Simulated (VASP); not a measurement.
In2AsN: single point with r2SCAN

The system is In2AsN.

```
N In As
1.0
     3.97652    0.00000    0.00000
     0.00000    3.97652    0.00000
     0.00000    0.00000   10.70465
N In As
2 4 2
Direct
  0.50000 0.00000 0.09172
  0.00000 0.50000 0.90828
  0.50000 0.50000 0.00000
  0.00000 0.00000 0.80808
  0.50000 0.50000 0.50000
  0.00000 0.00000 0.19192
  0.50000 0.00000 0.65347
  0.00000 0.50000 0.34653
```

```json
{"Program": "VASP 6.6.1", "Task": "single point", "Functional": "r2SCAN", "Potentials or basis": "VASP PAW PBE potentials, release 64 (N, In_d, As)", "Cutoff": "660 eV", "k mesh": "6 × 6 × 2", "Occupations": "fermi-dirac, width 0.02 eV", "Spin": "no spin polarisation"}
```

| Quantity | Value |
| --- | --- |
| Pressure | 0.2 GPa |
| Largest force | 0.036 eV/Å |
| Band gap on the k mesh | zero (filled and empty bands touch) |

Forces in eV/Å, atoms in the order of the input:
```
N    0.000  0.000 -0.006
N    0.000  0.000  0.006
In   0.000  0.000  0.000
In   0.000  0.000 -0.036
In   0.000  0.000  0.000
In   0.000  0.000  0.036
As   0.000  0.000  0.002
As   0.000  0.000 -0.002
```

Stress tensor (GPa, compression positive):
```
0.23 0.00 0.00
0.00 0.23 0.00
0.00 0.00 0.12
```

Levels at points of the mesh, in eV from the Fermi level:
```tsv
k point	band 33	band 34	band 35	band 36	band 37	band 38	band 39	band 40
(0.00, 0.00, 0.00)	-1.20	-0.68	-0.64	-0.02	-0.02	2.23	2.70	3.17
(0.50, 0.00, 0.00)	-1.39	-1.35	-0.37	-0.35	1.16	1.37	3.30	3.50
(0.50, 0.50, 0.00)	-2.54	-2.54	-2.54	-2.45	1.89	1.89	2.81	3.00
(0.00, 0.00, 0.50)	-1.05	-1.05	-0.09	-0.09	1.16	1.59	2.71	2.74
(0.50, 0.00, 0.50)	-1.86	-1.83	-0.37	-0.35	1.62	1.83	2.71	2.94
(0.50, 0.50, 0.50)	-2.92	-2.74	-2.74	-2.70	2.56	2.56	2.87	3.05
```

It took 29 min on 1 thread of Oxide Virtual Turin-like Processor, on a shared host, peak memory 0.47 GiB.

Caveat: semilocal functionals underestimate gaps, and a narrow one can read as zero; the PAW data sets were made with another functional, which shifts forces and pressure a little; spin-orbit coupling is left out, which moves the levels of the heavy elements.
